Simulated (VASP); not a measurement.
# SiGe5 (I4/mmm) in VASP: notebook

SiGe5 is run at these levels: PBE; tasks: single point.

Everything below comes from runs of VASP 6.6.1. Logs are shortened: lines on timing, memory, paths and dates and some standing lists are left out, and cuts for length are marked.

**1. The cell of the first run**

The structure is tetragonal, space group I4/mmm (No. 139). The conventional cell has a = 6.815 Å, b = 6.815 Å, c = 5.493 Å, α = 90.00°, β = 90.00°, γ = 90.00°. Within 3.6 Å of Si (site symmetry 4/mmm) lie 10 Ge at 2.75 to 2.77 Å. Within 3.6 Å of Ge (site symmetry 2/m) lie 8 Ge at 2.75 to 3.41 Å and 2 Si at 2.77 Å. Ge (site symmetry 4/mmm) has 2 Si at 2.75 Å and 8 Ge at 2.77 Å within 3.6 Å.

**2. Single point, PBE**

INCAR reads:

```
  PREC = Accurate
  ENCUT = 520
  EDIFF = 1E-6
  ISMEAR = 0
  SIGMA = 0.1
  LREAL = F
  LASPH = T
  NELM = 80
  ALGO = Normal
  ISIF = 2
  LWAVE = F
  LCHARG = T
  GGA = PE
  LELF = T
  LVHAR = T
  NBANDS = 46
```

KPOINTS reads:

```
regular mesh
0
Gamma
  4 4 4
```

POSCAR reads:

```
SiGe5
1.0
   -3.4072941100      3.4072941100      2.7464270100
    3.4072941100     -3.4072941100      2.7464270100
    3.4072941100      3.4072941100     -2.7464270100
Si Ge
1 5
Direct
    0.5000000000      0.5000000000      0.0000000000
    0.0000000000      0.0000000000      0.5000000000
    0.5000000000      0.5000000000      0.5000000000
    0.0000000000      0.5000000000      0.0000000000
    0.5000000000      0.0000000000      0.0000000000
    0.0000000000      0.0000000000      0.0000000000
```

Potentials or basis: VASP PAW PBE potentials, release 64 (Si, Ge_d).

Started as:

```sh
$ cat potpaw_PBE.64/Si/POTCAR potpaw_PBE.64/Ge_d/POTCAR > POTCAR
$ mpirun -np 1 vasp_std > vasp.out
```

OUTCAR:

```text
PREC = Accurate
   ENCUT = 520
   EDIFF = 1E-6
   ISMEAR = 0
   LREAL = F
   LASPH = T
   NELM = 80
   ISIF = 2
   GGA = PE

 ion  position               nearest neighbor table
   1  0.500  0.500  0.000-   6 2.75   6 2.75   4 2.77   5 2.77   2 2.77   3 2.77   5 2.77   4 2.77
                             3 2.77   2 2.77
   2  0.000  0.000  0.500-   3 2.75   3 2.75   6 2.77   6 2.77   1 2.77   1 2.77
   3  0.500  0.500  0.500-   2 2.75   2 2.75   6 2.77   1 2.77   1 2.77   6 2.77
   4  0.000  0.500  0.000-   5 2.75   5 2.75   6 2.77   6 2.77   1 2.77   1 2.77
   5  0.500  0.000  0.000-   4 2.75   4 2.75   6 2.77   1 2.77   6 2.77   1 2.77
   6  0.000  0.000  0.000-   1 2.75   1 2.75   3 2.77   4 2.77   5 2.77   2 2.77   4 2.77   5 2.77
                             2 2.77   3 2.77

  LATTYP: Found a body centered tetragonal cell.
 ALAT       =     6.8145882200
 C/A-ratio  =     0.8060434237

  Lattice vectors:

 A1 = (  -3.4072941100,   3.4072941100,   2.7464270100)
 A2 = (   3.4072941100,  -3.4072941100,   2.7464270100)
 A3 = (   3.4072941100,   3.4072941100,  -2.7464270100)

Analysis of symmetry for initial positions (statically):
=====================================================================
 Subroutine PRICEL returns:
 Original cell was already a primitive cell.

 Routine SETGRP: Setting up the symmetry group for a
 body centered tetragonal supercell.

 Subroutine GETGRP returns: Found 16 space group operations
 (whereof 16 operations were pure point group operations)
 out of a pool of 16 trial point group operations.

The static configuration has the point symmetry D_4h.

Analysis of symmetry for dynamics (positions and initial velocities):
=====================================================================
 Subroutine PRICEL returns:
 Original cell was already a primitive cell.

 Routine SETGRP: Setting up the symmetry group for a
 body centered tetragonal supercell.

 Subroutine GETGRP returns: Found 16 space group operations
 (whereof 16 operations were pure point group operations)
 out of a pool of 16 trial point group operations.

The dynamic configuration has the point symmetry D_4h.

 Subroutine INISYM returns: Found 16 space group operations
 (whereof 16 operations are pure point group operations),
 and found     1 'primitive' translations

----------------------------------------------------------------------------------------

                                     Primitive cell

  volume of cell :     127.5403

  direct lattice vectors                    reciprocal lattice vectors
    -3.407294110  3.407294110  2.746427010     0.000000000  0.146744010  0.182054720
     3.407294110 -3.407294110  2.746427010     0.146744010  0.000000000  0.182054720
     3.407294110  3.407294110 -2.746427010     0.146744010  0.146744010  0.000000000

  length of vectors
     5.546365263  5.546365263  5.546365263     0.233832687  0.233832687  0.207527369

  position of ions in fractional coordinates (direct lattice)
     0.500000000  0.500000000  0.000000000
     1.000000000  1.000000000  0.500000000
     0.500000000  0.500000000  0.500000000
     0.000000000  0.500000000  0.000000000
     0.500000000  0.000000000  0.000000000
     0.000000000  0.000000000  0.000000000

  ion indices of the primitive-cell ions
   primitive index   ion index
                 1           1
                 2           2
                 3           3
                 4           4
                 5           5
                 6           6

----------------------------------------------------------------------------------------

 KPOINTS: regular mesh

Automatic generation of k-mesh.
 Grid dimensions read from file:
 generate k-points for:    4    4    4

 Generating k-lattice:

  Cartesian coordinates                     Fractional coordinates (reciprocal lattice)
     0.000000000  0.036686002  0.045513680     0.250000000  0.000000000 -0.000000000
     0.036686002  0.000000000  0.045513680     0.000000000  0.250000000 -0.000000000
     0.036686002  0.036686002  0.000000000     0.000000000  0.000000000  0.250000000

  Length of vectors
     0.058458172  0.058458172  0.051881842

  Shift w.r.t. Gamma in fractional coordinates (k-lattice)
     0.000000000  0.000000000  0.000000000

 Subroutine IBZKPT returns following result:
 ===========================================

 Found     13 irreducible k-points:

 Following reciprocal coordinates:
            Coordinates               Weight
  0.000000  0.000000  0.000000      1.000000
  0.250000 -0.000000  0.000000      8.000000
  0.500000 -0.000000  0.000000      4.000000
  0.250000  0.250000  0.000000      8.000000
  0.500000  0.250000  0.000000     16.000000
 -0.250000  0.250000  0.000000      4.000000
  0.500000  0.500000  0.000000      2.000000
  0.250000  0.250000  0.250000      2.000000
 -0.250000  0.250000  0.250000      4.000000
  0.500000  0.500000  0.250000      4.000000
 -0.250000  0.500000  0.250000      8.000000
 -0.250000 -0.250000  0.250000      2.000000
  0.500000  0.500000  0.500000      1.000000
   k-points           NKPTS =     13   k-points in BZ     NKDIM =     13   number of bands    NBANDS=     46
   number of dos      NEDOS =    301   number of ions     NIONS =      6
   total plane-waves  NPLWV =  74088
   dimension x,y,z NGX =    42 NGY =   42 NGZ =   42
   dimension x,y,z NGXF=    84 NGYF=   84 NGZF=   84
   ions per type =               1   5
   NGX,Y,Z   is equivalent  to a cutoff of  12.59, 12.59, 12.59 a.u.
   NGXF,Y,Z  is equivalent  to a cutoff of  25.18, 25.18, 25.18 a.u.
 SYSTEM =  unknown system
   PREC   = accura    normal or accurate (medium, high low for compatibility)
   ISTART =      0    job   : 0-new  1-cont  2-samecut
   ICHARG =      2    charge: 1-file 2-atom 10-const
   ISPIN  =      1    spin polarized calculation?
   LNONCOLLINEAR =      F non collinear calculations
   LSORBIT =      F    spin-orbit coupling
   LASPH  =      T    aspherical Exc in radial PAW
   ENCUT  =  520.0 eV  38.22 Ry    6.18 a.u.  10.31 10.31 10.31*2*pi/ulx,y,z
   NELM   =     80;   NELMIN=  2; NELMDL= -5     # of ELM steps
   EDIFF  = 0.1E-05   stopping-criterion for ELM
   LREAL  =      F    real-space projection
   EDIFFG = 0.1E-04   stopping-criterion for IOM
   NSW    =      0    number of steps for IOM
   IBRION =     -1    ionic relax: 0-MD 1-quasi-New 2-CG
   NFREE  =      0    steps in history (QN), initial steepest desc. (CG)
   ISIF   =      2    stress and relaxation
   ISYM   =      2    0-nonsym 1-usesym 2-fastsym
   POTIM  = 0.5000    time-step for ionic-motion
   TEBEG  =    0.0;   TEEND  =   0.0 temperature during run
   PSTRESS=    0.0 pullay stress
   NELECT =      74.0000    total number of electrons
   NUPDOWN=      -1.0000    fix difference up-down
   EMIN   =  10.00;   EMAX   =-10.00  energy-range for DOS
   EFERMI =   0.00;   METHOD = LEGACY
   ISMEAR =     0;   SIGMA  =   0.10  broadening in eV -4-tet -1-fermi 0-gaus
   EFERMI_NEDOS =   21; number of points for ismear=-14 and -15
   IALGO  =     38    algorithm
   IMIX   =      4    mixing-type and parameters
     AMIX     =   0.40;   BMIX     =  1.00
     AMIX_MAG =   1.60;   BMIX_MAG =  1.00
  volume/ion in A,a.u.               =      21.26       143.45
  Fermi-wavevector in a.u.,A,eV,Ry     =   1.365431  2.580290 25.366713  1.864401
  Thomas-Fermi vector in A             =   2.491660
   LORBIT       =      0    0 simple, 1 ext, 2 COOP (PROOUT), +10 PAW based schemes
   GGA     = PE    functional components
   LHFCALC =     F    Hartree Fock is set to
   AEXX    =    0.0000 exact exchange contribution
   IVDW    =     0    specifies the selected vdW correction
   LEPSILON=     F    determine dielectric tensor
   LRPA    =     F    only Hartree local field effects (RPA)
 non-spin polarized calculation
 Gauss-broadening in eV      SIGMA  =   0.10
  energy-cutoff  :      520.00
  volume of cell :      127.54
 maximum number of plane-waves:      3451
 NGX is ok and might be reduce to    42
   NGX = 21   NGY = 21   NGZ = 21

 number of electron      74.0000062 magnetization

 Free energy of the ion-electron system (eV)
  ---------------------------------------------------
  ext. energy  EPLUGINS =         0.00000000
  ---------------------------------------------------
  free energy    TOTEN  =       -24.48630172 eV

  energy without entropy =      -24.46288330  energy(sigma->0) =      -24.47459251

 E-fermi :   5.5251     XC(G=0): -10.2793

 val. band max:        5.5227398117   @ k =   0.2500   0.2500   0.2500
 cond. band min:       5.5510496783   @ k =   0.5000   0.5000   0.5000
 fundamental gap:      0.0283098666
 Fermi energy:         5.5250808736

 k-point     1 :       0.0000    0.0000    0.0000
  band No.  band energies     occupation
      1     -19.3412      2.00000
      2     -19.2968      2.00000
      3     -19.2958      2.00000
      4     -19.2958      2.00000
      5     -19.2717      2.00000
      6     -19.2596      2.00000
[... 38 lines left out ...]
     45      11.2068      0.00000
     46      11.2069      0.00000

 k-point     2 :       0.2500   -0.0000    0.0000
  band No.  band energies     occupation
      1     -19.3254      2.00000
      2     -19.2863      2.00000
      3     -19.2810      2.00000
      4     -19.2737      2.00000
      5     -19.2615      2.00000
      6     -19.2335      2.00000
[... 38 lines left out ...]
     45      10.7511      0.00000
     46      11.2180      0.00000

 k-point     3 :       0.5000   -0.0000    0.0000
  band No.  band energies     occupation
      1     -19.3141      2.00000
      2     -19.2774      2.00000
      3     -19.2484      2.00000
      4     -19.2454      2.00000
      5     -19.2440      2.00000
      6     -19.1944      2.00000
[... 479 lines left out ...]
     45       9.6880      0.00000
     46      10.3245      0.00000

 k-point    13 :       0.5000    0.5000    0.5000
  band No.  band energies     occupation
      1     -19.2707      2.00000
      2     -19.2707      2.00000
      3     -19.2456      2.00000
      4     -19.2281      2.00000
      5     -19.2281      2.00000
      6     -19.2268      2.00000
[... 38 lines left out ...]
     45       9.7102      0.00000
     46       9.7102      0.00000

------------------------ aborting loop because EDIFF is reached ----------------------------------------

  FORCE on cell =-STRESS in cart. coord.  units (eV):
  Direction    XX          YY          ZZ          XY          YZ          ZX
  --------------------------------------------------------------------------------------
  -------------------------------------------------------------------------------------
  Total        1.3429266      1.3429266      2.5496989      0.0000000      0.0000000     -0.0000000
  in kB       16.8700180     16.8700180     32.0296489      0.0000000      0.0000000     -0.0000000
  external PRESSURE =      21.9232283 kB  Pullay stress =       0.0000000 kB

 VOLUME and BASIS-vectors are now :
 -----------------------------------------------------------------------------
  energy-cutoff  :      520.00
  volume of cell :      127.54
      direct lattice vectors                 reciprocal lattice vectors
    -3.407294110  3.407294110  2.746427010     0.000000000  0.146744010  0.182054720
     3.407294110 -3.407294110  2.746427010     0.146744010  0.000000000  0.182054720
     3.407294110  3.407294110 -2.746427010     0.146744010  0.146744010  0.000000000

 POSITION                                       TOTAL-FORCE (eV/Angst)
 -----------------------------------------------------------------------------------
      0.00000      0.00000      2.74643         0.000000     -0.000000     -0.000000
      1.70365      1.70365     -1.37321         0.000000      0.000000     -0.000000
      1.70365      1.70365      1.37321         0.000000      0.000000      0.000000
      1.70365     -1.70365      1.37321         0.000000      0.000000      0.000000
     -1.70365      1.70365      1.37321        -0.000000     -0.000000      0.000000
      0.00000      0.00000      0.00000         0.000000      0.000000      0.000000
 -----------------------------------------------------------------------------------
    total drift:                               -0.000000     -0.000000      0.000000

  FREE ENERGIE OF THE ION-ELECTRON SYSTEM (eV)
  ---------------------------------------------------
  free  energy   TOTEN  =       -24.4863017160 eV

  energy  without entropy=      -24.4628833007  energy(sigma->0) =      -24.47459251
```

It took 78 s on 1 thread of Intel Xeon Platinum 8259CL at 2.50GHz (Skylake/Cascade Lake), shared host; peak memory 0.27 GiB.

What came out:

```
Free energy            : -24.4863 eV
Pressure               : 2.2 GPa
Band gap on the k mesh : zero (band 37 reaches 6.43 eV, above the bottom of band 38 at 5.35 eV)
```

Caveat: the k points lie up to 0.37 Å⁻¹ apart.

**3. Single point, PBE**

This run uses another cell than the first one, of 22.06 Å³/atom, 1.038 times its volume.

INCAR reads:

```
ALGO = Normal ; EDIFF = 1E-6
ENCUT = 520 ; GGA = PE
ISIF = 2 ; ISMEAR = 0
LASPH = T ; LCHARG = F
LREAL = F ; LWAVE = F
NBANDS = 46 ; NELM = 100
PREC = Accurate ; SIGMA = 0.1
```

KPOINTS reads:

```
k-points
0
Gamma
  4 4 4
```

POSCAR: that of step 2 with these lines changed.

```diff
@@ -2,5 +2,5 @@
 1.0
-   -3.4072941100      3.4072941100      2.7464270100
-    3.4072941100     -3.4072941100      2.7464270100
-    3.4072941100      3.4072941100     -2.7464270100
+   -3.4496165972      3.4496165972      2.7811918536
+    3.4496165972     -3.4496165972      2.7811918536
+    3.4496165972      3.4496165972     -2.7811918536
 Si Ge
```

Potentials or basis: VASP PAW PBE potentials, release 64 (Si, Ge_d).

Started as:

```sh
$ cat potpaw_PBE.64/Si/POTCAR potpaw_PBE.64/Ge_d/POTCAR > POTCAR
$ mpirun -np 1 vasp_std > vasp.out
```

Run time: 69 s. Hardware: 1 thread of Intel Xeon Platinum 8259CL at 2.50GHz (Skylake/Cascade Lake), shared host; peak memory 0.27 GiB.

Results (log left out):

```
Free energy            : -24.5186 eV
Pressure               : -0.1 GPa
Band gap on the k mesh : zero (band 37 reaches 5.98 eV, above the bottom of band 38 at 5.05 eV)
```

Levels at points of the mesh, in eV from the Fermi level:
```tsv
k point	band 35	band 36	band 37	band 38	band 39	band 40
(0.00, 0.00, 0.00)	-4.31	-4.31	-0.47	0.80	0.80	3.22
(0.50, 0.00, 0.00)	-1.41	-1.13	-1.11	0.30	0.37	1.53
(0.50, 0.50, 0.00)	-1.21	-1.10	-1.05	0.15	0.41	2.02
(0.50, 0.50, 0.50)	-0.60	-0.60	-0.09	0.21	0.21	1.22
```

Caveat: the k points lie up to 0.36 Å⁻¹ apart.
